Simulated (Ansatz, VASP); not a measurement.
## SiB6 in VASP and in Ansatz

Contents of INCAR:

```
SYSTEM = SiB6
  PREC = Accurate
  ENCUT = 600
  EDIFF = 1E-6
  ISMEAR = 0
  SIGMA = 0.1
  LREAL = .False.
  LASPH = .True.
  NELM = 60
  ALGO = Normal
  ISIF = 3
  LWAVE = .False.
  LCHARG = .False.
  GGA = PE
  IBRION = 2
  NSW = 90
  EDIFFG = -0.04
```

File KPOINTS:

```
regular mesh
0
Gamma
  6 6 4
  0 0 0
```

Contents of POSCAR:

```
SiB6
1.0
    3.6183225700      0.0000000000      0.0000000000
   -1.8091612900      3.1335592700      0.0000000000
    0.0000000000      0.0000000000      6.2051358000
Si B
1 6
Direct
    0.0000000000      0.0000000000      0.5000000000
    0.3333333300      0.6666666700      0.0000000000
    0.6666666700      0.3333333300      0.0000000000
    0.4748320800      0.0000000000      0.5000000000
    0.0000000000      0.4748320800      0.5000000000
    0.5251679200      0.5251679200      0.5000000000
    0.0000000000      0.0000000000      0.0000000000
```

Input for Ansatz:

```yaml
crystal:
  lattice:
    - [3.61832257, 0.0, 0.0]
    - [-1.80916129, 3.13355927, 0.0]
    - [0.0, 0.0, 6.2051358]
  atoms:
    - { symbol: Si, position: [0.0, 0.0, 0.5] }
    - { symbol: B, position: [0.33333333, 0.66666667, 0.0] }
    - { symbol: B, position: [0.66666667, 0.33333333, 0.0] }
    - { symbol: B, position: [0.47483208, 0.0, 0.5] }
    - { symbol: B, position: [0.0, 0.47483208, 0.5] }
    - { symbol: B, position: [0.52516792, 0.52516792, 0.5] }
    - { symbol: B, position: [0.0, 0.0, 0.0] }
basis:
  ecutwfc: 420
kpoints:
  mp_grid: { grid: [6, 6, 4] }
hamiltonian:
  xc: pbe
scf:
  occupations: { method: gaussian, width: 0.1 }
  lower_state_search: "off"
output:
  forces: true
  stress: true
  eigenvalues: true
relax:
  adjacent_minimum: "off"
  f_tol: 0.04
  max_steps: 70
  cell: { stress_tol: 0.4 }
```

Alike in both runs: task relaxation of cell and atoms; functional PBE; k mesh 6 × 6 × 4; occupations gaussian, width 0.1 eV; no spin polarisation.

|  | VASP | Ansatz |
| --- | --- | --- |
| version | VASP 6.6.1 | Ansatz 0.2.0 |
| potentials or method | VASP PAW PBE potentials, release 64 (Si, B), cutoff 600 eV | scalar-relativistic, plane waves, PAW |
| valence electrons in the cell | 22 | 22 |

VASP gave:

| Property | Result |
| --- | --- |
| gap on the k mesh at the Fermi level, each at its own relaxed structure (eV) | none |
| relaxed volume (Å³/atom) | 12.25 |
| relaxed cell length with the largest relative difference (Å) | 7.477 |

Q: Estimate Ansatz's values.

A: gap on the k mesh at the Fermi level, each at its own relaxed structure (eV): none; relaxed volume (Å³/atom): 12.36; relaxed cell length with the largest relative difference (Å): 7.534.

A gap of «none» marks a metal or a gap that the smearing closes.

Noted on VASP's run: the volume moved by over 15 % at a fixed basis, so the end points are rough.
